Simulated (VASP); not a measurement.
# Al18HO in VASP: a series of runs

Al18HO is run at these levels: LDA; tasks: single point.

Everything below comes from runs of VASP 6.6.1. Logs are shortened: lines on timing, memory, paths and dates and some standing lists are left out, and cuts for length are marked.

## 1. The cell of the first run

The cell holds a slab with vacuum, 20 atoms: a = 5.728 Å, b = 8.591 Å, c = 15.677 Å, α = 90.00°, β = 90.00°, γ = 60.00°.

## 2. Single point, LDA

File INCAR:

```
SYSTEM = Al18HO
  PREC = Accurate
  ENCUT = 520
  EDIFF = 1E-6
  ISMEAR = -1
  SIGMA = 0.1
  LREAL = Auto
  LASPH = .True.
  NELM = 80
  ALGO = Normal
  ISIF = 2
  LWAVE = .False.
  LCHARG = .False.
  NBANDS = 46
```

File KPOINTS:

```
Automatic mesh
0
Gamma
  3 2 1
  0 0 0
```

File POSCAR:

```
Al18HO
1.0
    5.7275650000      0.0000000000      0.0000000000
    4.2956740000      7.4403250000      0.0000000000
    0.0000000000      0.0000000000     15.6765370000
Al O H
18 1 1
Direct
    0.1666667000      0.1111111000      0.0637896000
    0.6666667000      0.1111111000      0.0637896000
    0.1666667000      0.4444444000      0.0637896000
    0.6666667000      0.4444444000      0.0637896000
    0.1666667000      0.7777778000      0.0637896000
    0.6666667000      0.7777778000      0.0637896000
   -0.1727221811      0.2275646354      0.2077209845
    0.3376633239      0.2219037711      0.2081658620
   -0.1607298032      0.5491351492      0.2059545778
    0.3320468092      0.5570242465      0.2096675585
   -0.1643447062      0.8893990159      0.2101196982
    0.3315242472      0.8880147946      0.2098111271
   -0.0180875581      0.0205259333      0.3530441743
    0.5016787620      0.0006879385      0.3538707560
    0.0017440848      0.3311317878      0.3577430476
    0.4996708964      0.3332985581      0.3533510072
   -0.0102330461      0.6545972432      0.3534073488
    0.5296819343      0.6512711457      0.3513271525
    0.1713199306      0.7770706989      0.4116600473
    0.1751493312      0.7760893055      0.4742838151
```

Potentials or basis: VASP PAW LDA potentials, release 64 (Al, O, H).

Command:

```sh
$ cat potpaw_LDA.64/Al/POTCAR potpaw_LDA.64/O/POTCAR potpaw_LDA.64/H/POTCAR > POTCAR
$ mpirun -np 1 vasp_std > vasp.out
```

OUTCAR:

```text
SYSTEM = Al18HO
   PREC = Accurate
   ENCUT = 520
   EDIFF = 1E-6
   ISMEAR = -1
   LREAL = Auto
   LASPH = .True.
   NELM = 80
   ISIF = 2

 ion  position               nearest neighbor table
   1  0.167  0.111  0.064-   8 2.81   7 2.82  12 2.83   5 2.86   3 2.86   6 2.86   4 2.86   2 2.86
                             2 2.86
   2  0.667  0.111  0.064-   8 2.79   7 2.80  11 2.83   6 2.86   4 2.86   5 2.86   3 2.86   1 2.86
                             1 2.86
   3  0.167  0.444  0.064-   9 2.76   8 2.80  10 2.82   1 2.86   2 2.86   4 2.86   4 2.86   6 2.86
                             5 2.86
   4  0.667  0.444  0.064-   9 2.76   7 2.77  10 2.83   2 2.86   1 2.86   3 2.86   3 2.86   5 2.86
                             6 2.86
   5  0.167  0.778  0.064-  12 2.81  10 2.82  11 2.82   1 2.86   2 2.86   6 2.86   6 2.86   4 2.86
                             3 2.86
   6  0.667  0.778  0.064-   9 2.80  12 2.83  11 2.84   2 2.86   1 2.86   5 2.86   5 2.86   3 2.86
                             4 2.86
   7  0.827  0.228  0.208-  13 2.75   4 2.77   9 2.80  16 2.80   2 2.80   1 2.82   8 2.83  10 2.83
                            15 2.87  11 2.88   8 2.90  12 2.90
   8  0.338  0.222  0.208-   2 2.79  16 2.80   3 2.80   1 2.81  14 2.82   7 2.83   9 2.83  11 2.85
                            10 2.86  15 2.88  12 2.89   7 2.90
   9  0.839  0.549  0.206-  18 2.75   3 2.76   4 2.76  17 2.77   7 2.80   6 2.80   8 2.83  10 2.86
[... 4 lines left out ...]
                             8 2.85   7 2.88  12 2.89   9 2.91
  12  0.332  0.888  0.210-   5 2.81  14 2.82   1 2.83   6 2.83  11 2.83  18 2.84  13 2.84  10 2.84
                             8 2.89  11 2.89   7 2.90   9 2.91
  13  0.982  0.021  0.353-  19 2.03  16 2.73  15 2.73   7 2.75  11 2.82  14 2.84  12 2.84  14 2.90
                            17 3.12  18 3.16
  14  0.502  0.001  0.354-  11 2.80   8 2.82  12 2.82  13 2.84  16 2.85  15 2.85  17 2.89  13 2.90
                            18 2.93
  15  0.002  0.331  0.358-  13 2.73  18 2.73  17 2.75  14 2.85  16 2.86   7 2.87  16 2.87   8 2.88
                             9 2.88
  16  0.500  0.333  0.353-  13 2.73  10 2.80   8 2.80   7 2.80  18 2.82  17 2.84  14 2.85  15 2.86
                            15 2.87
  17  0.990  0.655  0.353-  19 2.03  18 2.65  15 2.75   9 2.77  10 2.82  16 2.84  11 2.85  14 2.89
                            18 3.08  13 3.12
  18  0.530  0.651  0.351-  19 2.01  17 2.65  15 2.73   9 2.75  10 2.79  16 2.82  12 2.84  14 2.93
                            17 3.08  13 3.16
  19  0.171  0.777  0.412-  20 0.98  18 2.01  17 2.03  13 2.03
  20  0.175  0.776  0.474-  19 0.98

  LATTYP: Found a simple monoclinic cell.
 ALAT       =     5.7275650000
 B/A-ratio  =     2.7370334514
 C/A-ratio  =     1.3228756151
 COS(beta)  =    -0.1889822093

  Lattice vectors:

 A1 = (   5.7275650000,   0.0000000000,   0.0000000000)
 A2 = (   0.0000000000,   0.0000000000, -15.6765370000)
 A3 = (  -1.4318910000,   7.4403250000,   0.0000000000)

Analysis of symmetry for initial positions (statically):
=====================================================================
[... 173 lines left out ...]
   ISMEAR =    -1;   SIGMA  =   0.10  broadening in eV -4-tet -1-fermi 0-gaus
   EFERMI_NEDOS =   21; number of points for ismear=-14 and -15
   IALGO  =     38    algorithm
   IMIX   =      4    mixing-type and parameters
     AMIX     =   0.40;   BMIX     =  1.00
     AMIX_MAG =   1.60;   BMIX_MAG =  1.00
  volume/ion in A,a.u.               =      33.40       225.41
  Fermi-wavevector in a.u.,A,eV,Ry     =   0.737192  1.393091  7.394119  0.543452
  Thomas-Fermi vector in A             =   1.830814
   LORBIT       =      0    0 simple, 1 ext, 2 COOP (PROOUT), +10 PAW based schemes
   GGA     = CA    functional components
   LHFCALC =     F    Hartree Fock is set to
   AEXX    =    0.0000 exact exchange contribution
   IVDW    =     0    specifies the selected vdW correction
   LEPSILON=     F    determine dielectric tensor
   LRPA    =     F    only Hartree local field effects (RPA)
 non-spin polarized calculation
  energy-cutoff  :      520.00
  volume of cell :      668.05
 maximum number of plane-waves:     17998
 NGX is ok and might be reduce to    42
   NGX = 21   NGY = 31   NGZ = 59

 number of electron      61.0000001 magnetization

 Free energy of the ion-electron system (eV)
  ---------------------------------------------------
  ext. energy  EPLUGINS =         0.00000000
  ---------------------------------------------------
  free energy    TOTEN  =       -83.40342864 eV

  energy without entropy =      -83.13998551  energy(sigma->0) =      -83.27170708

 E-fermi :   1.5076     XC(G=0):  -5.8566

 val. band max:        1.4852984926   @ k =   0.3333   0.0000   0.0000
 cond. band min:       1.5575241038   @ k =   0.3333   0.0000   0.0000
 fundamental gap:      0.0722256112
 Fermi energy:         1.5075535508

 k-point     1 :       0.0000    0.0000    0.0000
  band No.  band energies     occupation
      1     -21.0019      2.00000
      2      -9.4903      2.00000
      3      -8.7083      2.00000
      4      -7.0533      2.00000
      5      -6.8632      2.00000
      6      -6.2964      2.00000
[... 169 lines left out ...]
     41       3.9031      0.00000
     42       4.1058      0.00000
 [bands above 42 left out]

------------------------ aborting loop because EDIFF is reached ----------------------------------------

  FORCE on cell =-STRESS in cart. coord.  units (eV):
  Direction    XX          YY          ZZ          XY          YZ          ZX
  --------------------------------------------------------------------------------------
  -------------------------------------------------------------------------------------
  Total       -9.6125827     -8.6452665      0.1716858      0.1579962     -0.0065966     -0.0450782
  in kB      -23.0535922    -20.7337045      0.4117494      0.3789180     -0.0158205     -0.1081099
  external PRESSURE =     -14.4585158 kB  Pullay stress =       0.0000000 kB

 VOLUME and BASIS-vectors are now :
 -----------------------------------------------------------------------------
  energy-cutoff  :      520.00
  volume of cell :      668.05
      direct lattice vectors                 reciprocal lattice vectors
     5.727565000  0.000000000  0.000000000     0.174594265 -0.100802054  0.000000000
     4.295674000  7.440325000  0.000000000     0.000000000  0.134402731  0.000000000
     0.000000000  0.000000000 15.676537000     0.000000000  0.000000000  0.063789598

 POSITION                                       TOTAL-FORCE (eV/Angst)
 -----------------------------------------------------------------------------------
      1.43189      0.82670      1.00000        -0.135129      0.070005      0.028032
      4.29567      0.82670      1.00000         0.131959      0.301134     -0.039633
      2.86378      3.30681      1.00000         0.165267     -0.103037     -0.063995
      5.72757      3.30681      1.00000        -0.160744     -0.227956     -0.137045
      4.29567      5.78692      1.00000         0.037907     -0.012654      0.176491
      7.15946      5.78692      1.00000        -0.042996     -0.026598      0.019255
[... 12 lines left out ...]
      4.31929      5.78166      6.45340        -0.011948      0.003992     -0.147677
      4.33701      5.77436      7.43513         0.000202     -0.004554      0.159657
 -----------------------------------------------------------------------------------
    total drift:                               -0.004236     -0.002723      0.009561

  FREE ENERGIE OF THE ION-ELECTRON SYSTEM (eV)
  ---------------------------------------------------
  free  energy   TOTEN  =       -83.4034286423 eV

  energy  without entropy=      -83.1399855104  energy(sigma->0) =      -83.27170708
```

stdout:

```text
POSCAR found type information on POSCAR AlO H
 POSCAR found :  3 types and      20 ions
 scaLAPACK will be used
 LDA part: xc-table for (Slater(with rela. corr.)+CA(PZ))
 , standard interpolation
 -----------------------------------------------------------------------------
|                                                                             |
|           W    W    AA    RRRRR   N    N  II  N    N   GGGG   !!!           |
|           W    W   A  A   R    R  NN   N  II  NN   N  G    G  !!!           |
|           W    W  A    A  R    R  N N  N  II  N N  N  G       !!!           |
|           W WW W  AAAAAA  RRRRR   N  N N  II  N  N N  G  GGG   !            |
|           WW  WW  A    A  R   R   N   NN  II  N   NN  G    G                |
|           W    W  A    A  R    R  N    N  II  N    N   GGGG   !!!           |
|                                                                             |
|     Your reciprocal lattice and k-lattice belong to different lattice       |
|     classes:                                                                |
|                                                                             |
|        The reciprocal lattice is simple monoclinic,                         |
|        whereas your k-lattice is hexagonal.                                 |
|                                                                             |
|     Results are often still useful ...                                      |
|                                                                             |
 -----------------------------------------------------------------------------

 POSCAR, INCAR and KPOINTS ok, starting setup
 FFT: planning ... GRIDC
 FFT: planning ... GRID_SOFT
 FFT: planning ... GRID
 WAVECAR not read
 entering main loop
```

Wall time 8.8 min (1 thread of Intel Xeon 8259CL, shared host); peak memory 0.58 GiB.

What came out:

| Item | Value |
| --- | --- |
| Free energy | -83.4034 eV |
| Largest force | 0.331 eV/Å |
| Band gap on the k mesh | zero (an odd number of electrons rules out a gap without spin polarisation) |

Forces in eV/Å, atoms in the order of the input:
```
Al  -0.135  0.070  0.028
Al   0.132  0.301 -0.040
Al   0.165 -0.103 -0.064
Al  -0.161 -0.228 -0.137
Al   0.038 -0.013  0.176
Al  -0.043 -0.027  0.019
Al   0.021  0.003 -0.006
Al  -0.010 -0.005  0.006
Al  -0.009  0.000  0.002
Al   0.011  0.002  0.002
Al  -0.004  0.003  0.002
Al   0.013 -0.001 -0.005
Al   0.012 -0.001  0.008
Al  -0.009  0.003  0.009
Al  -0.002 -0.014 -0.009
Al  -0.008 -0.002  0.013
Al   0.007  0.009 -0.015
Al  -0.007  0.002 -0.002
O   -0.012  0.004 -0.148
H    0.000 -0.005  0.160
```

Caveat: the k points lie up to 0.42 Å⁻¹ apart, too coarse for converged energies and pressures of a metal; there is no dipole correction, which matters where the two faces differ; an odd number of electrons without spin polarisation forces a metal; a magnetic or distorted state may lie lower.

## 3. Single point, LDA

File INCAR:

```
ALGO = Normal ; EDIFF = 1E-6
ENCUT = 520 ; GGA = CA
ISIF = 2 ; ISMEAR = -1
LASPH = True ; LCHARG = True
LELF = True ; LREAL = Auto
LVHAR = True ; LWAVE = False
NBANDS = 46 ; NELM = 80
PREC = Accurate ; SIGMA = 0.1
```

File KPOINTS:

```
k-points
0
Gamma
  3 2 1
```

File POSCAR:

```
Al18HO
1.0
    5.7275650000      0.0000000000      0.0000000000
    4.2956740000      7.4403250000      0.0000000000
    0.0000000000      0.0000000000     15.6765370000
Al O H
18 1 1
Direct
    0.1666684695      0.1111107378      0.0637895984
    0.6666715249      0.1111107378      0.0637895984
    0.1666708227      0.4444429511      0.0637895984
    0.6666738781      0.4444429511      0.0637895984
    0.1666731759      0.7777751644      0.0637895984
    0.6666762313      0.7777751644      0.0637895984
   -0.1722749489      0.2276513459      0.2076925535
    0.3375804974      0.2217779465      0.2082156282
   -0.1609522933      0.5491023578      0.2059702344
    0.3323123648      0.5570858800      0.2096891680
   -0.1644685657      0.8894772742      0.2101612110
    0.3319145087      0.8879719636      0.2097657155
   -0.0178576775      0.0206442595      0.3531328379
    0.5014289385      0.0007526553      0.3539365869
    0.0018121119      0.3308726433      0.3576236257
    0.4995602902      0.3331574898      0.3534454070
   -0.0103642771      0.6547429044      0.3532093855
    0.5296778836      0.6512215528      0.3513020765
    0.1707005656      0.7772241132      0.4116151418
    0.1745386546      0.7753424750      0.4742310116
```

Potentials or basis: VASP PAW LDA potentials, release 64 (Al, O, H).

Command:

```sh
$ cat potpaw_LDA.64/Al/POTCAR potpaw_LDA.64/O/POTCAR potpaw_LDA.64/H/POTCAR > POTCAR
$ mpirun -np 1 vasp_std > vasp.out
```

Run time: 7.4 min. Hardware: 1 thread of Intel Xeon 8259CL, shared host; peak memory 0.58 GiB.

It converged, with:

```
Free energy            : -83.4036 eV
Largest force          : 0.331 eV/Å
Band gap on the k mesh : zero (an odd number of electrons rules out a gap without spin polarisation)
```

Forces in eV/Å, atoms in the order of the input:
```
Al  -0.134  0.069  0.025
Al   0.132  0.302 -0.037
Al   0.166 -0.104 -0.059
Al  -0.162 -0.228 -0.138
Al   0.037 -0.012  0.178
Al  -0.041 -0.027  0.018
Al   0.003 -0.004 -0.001
Al   0.003  0.002  0.000
Al   0.002  0.002 -0.006
Al  -0.001 -0.003 -0.003
Al   0.004  0.004 -0.001
Al   0.003  0.000  0.000
Al   0.002 -0.007  0.003
Al  -0.004 -0.001  0.007
Al   0.002  0.002 -0.001
Al  -0.006  0.001  0.006
Al   0.005  0.004 -0.009
Al  -0.010  0.003  0.006
O   -0.007 -0.005 -0.153
H    0.003  0.001  0.165
```

Levels at points of the mesh, in eV from the Fermi level:
```
           k point  band 28  band 29  band 30  band 31  band 32  band 33  band 34  band 35
(0.00, 0.00, 0.00)    -0.48    -0.38    -0.24    -0.09     0.15     0.33     0.54     0.62
(0.00, 0.50, 0.00)    -1.04    -0.39    -0.30    -0.26     0.21     0.52     0.62     1.11
```

Caveat: the k points lie up to 0.42 Å⁻¹ apart, too coarse for converged energies and pressures of a metal; there is no dipole correction, which matters where the two faces differ; an odd number of electrons without spin polarisation forces a metal; a magnetic or distorted state may lie lower.

(Part 1 of 2 ends here.)

The gap in the log of VASP goes by the Fermi energy; the results here count the filled bands.